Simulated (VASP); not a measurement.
Input of a VASP 6.6.1 run:

File INCAR:

```
SYSTEM = Cu
  PREC = Accurate
  ENCUT = 520
  EDIFF = 1E-6
  ISMEAR = 0
  SIGMA = 0.1
  LREAL = .FALSE.
  LASPH = .TRUE.
  NELM = 80
  ALGO = Fast
  ISIF = 2
  LWAVE = .FALSE.
  LCHARG = .FALSE.
  LDIPOL = .TRUE.
  IDIPOL = 3
  DIPOL = 0.5 0.5 0.500
  GGA = PE
  NBANDS = 54
```

File KPOINTS:

```
regular mesh
0
G
  15 15 1
  0 0 0
```

POSCAR

```
Cu
1.0
    2.5670412900      0.0000000000      0.0000000000
   -1.2835206450      2.2231229697      0.0000000000
    0.0000000000      0.0000000000     29.6764756522
Cu
8
Direct
    0.3333333333      0.6666666667      0.2527875782
    0.0000000000      0.0000000000      0.3228296076
    0.6666666667      0.3333333333      0.3934844856
    0.0000000000      0.0000000000      0.4645360350
    0.3333333333      0.6666666667      0.5353675247
    0.0000000000      0.0000000000      0.6064684553
    0.6666666667      0.3333333333      0.6770969432
    0.0000000000      0.0000000000      0.7474293703
```

Potentials or basis: VASP PAW PBE potentials, release 64 (Cu).

Run with:

```sh
$ cat potpaw_PBE.64/Cu/POTCAR > POTCAR
$ mpirun -np 1 vasp_std > vasp.out
```

Q: What does it give for the largest force?

A: 0.022 eV/Å.

Q: Estimate the band gap on the k mesh.

A: Zero (bands 44 and 45 overlap by 5.05 eV).

Forces on the atoms (eV/Å):
```
Cu   0.000  0.000 -0.022
Cu   0.000  0.000  0.001
Cu   0.000  0.000 -0.002
Cu   0.000  0.000 -0.003
Cu   0.000  0.000  0.002
Cu   0.000  0.000  0.002
Cu   0.000  0.000  0.002
Cu   0.000  0.000  0.020
```
